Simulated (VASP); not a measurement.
## CaF: relaxation of shape and atoms at fixed volume with PBE

Crystal: CaF.

```xyz
4
Lattice="3.8170 0.0000 0.0000 0.0000 3.8170 0.0000 0.0000 0.0000 5.5266" Properties=species:S:1:pos:R:3 pbc="T T T"
Ca    1.9085    0.0000    4.2429
Ca    0.0000    1.9085    1.2837
F     0.0000    0.0000    0.0000
F     1.9085    1.9085    0.0000
```

```yaml
Program: VASP 6.6.1
Task: relaxation of shape and atoms at fixed volume
Functional: PBE
Potentials_or_basis: VASP PAW PBE potentials, release 64 (Ca_sv, F)
Cutoff: 600 eV
k_mesh: 12 × 12 × 8
Occupations: gaussian, width 0.1 eV
Spin: no spin polarisation
Dipole_correction: no
Further_INCAR_settings: ALGO = Normal; EDIFF = 1e-07; IBRION = 2; EDIFFG = -0.01; NSW = 50; ISIF = 4
```

* Energy gained by relaxing: 1.3 meV/atom
* Ionic steps: 3
* Pressure after relaxing: 4.2 GPa
* Band gap on the k mesh: zero (bands 17 and 18 overlap by 1.30 eV)

Stress tensor (GPa, compression positive):
```
4.21 0.00 0.00
0.00 4.21 0.00
0.00 0.00 4.29
```

The path:
| step | energy change (eV) | largest force (eV/Å) | pressure (GPa) | volume (Å³) |
| --- | --- | --- | --- | --- |
| 1 | 0.0000 | 0.2453 | 4.71 | 80.52 |
| 2 | -0.0041 | 0.1031 | 4.43 | 80.52 |
| 3 | -0.0050 | 0.0016 | 4.23 | 80.52 |

Final structure:
```cif
data_structure
_symmetry_space_group_name_H-M 'P 1'
_symmetry_Int_Tables_number 1
_cell_length_a 3.8189
_cell_length_b 3.8189
_cell_length_c 5.5210
_cell_angle_alpha 90.000
_cell_angle_beta 90.000
_cell_angle_gamma 90.000
_cell_volume 80.52
loop_
_atom_site_label
_atom_site_type_symbol
_atom_site_fract_x
_atom_site_fract_y
_atom_site_fract_z
_atom_site_occupancy
Ca1 Ca 0.50000 0.00000 0.76405 1
Ca2 Ca 0.00000 0.50000 0.23595 1
F1 F 0.00000 0.00000 0.00000 1
F2 F 0.50000 0.50000 0.00000 1
```

Levels at points of the mesh, in eV from the Fermi level:
| k point | band 14 | band 15 | band 16 | band 17 | band 18 | band 19 | band 20 | band 21 |
| --- | --- | --- | --- | --- | --- | --- | --- | --- |
| (0.00, 0.00, 0.00) | -7.55 | -6.60 | -6.60 | -2.64 | 1.26 | 2.00 | 3.32 | 3.36 |
| (0.50, 0.00, 0.00) | -7.50 | -7.39 | -7.39 | -0.52 | -0.52 | 2.78 | 2.78 | 3.00 |
| (0.50, 0.50, 0.00) | -7.32 | -6.50 | -6.50 | 0.74 | 0.74 | 0.75 | 0.75 | 4.20 |
| (0.00, 0.00, 0.50) | -7.57 | -6.61 | -6.61 | -1.75 | 0.61 | 2.82 | 2.99 | 3.06 |
| (0.50, 0.00, 0.50) | -7.51 | -7.40 | -7.40 | -0.22 | -0.22 | 2.75 | 2.75 | 3.11 |
| (0.50, 0.50, 0.50) | -7.32 | -6.50 | -6.50 | 0.78 | 0.78 | 0.85 | 0.85 | 3.56 |

It took 5.7 min on 1 thread of Oxide Virtual Turin-like Processor, on a shared host, peak memory 0.36 GiB.
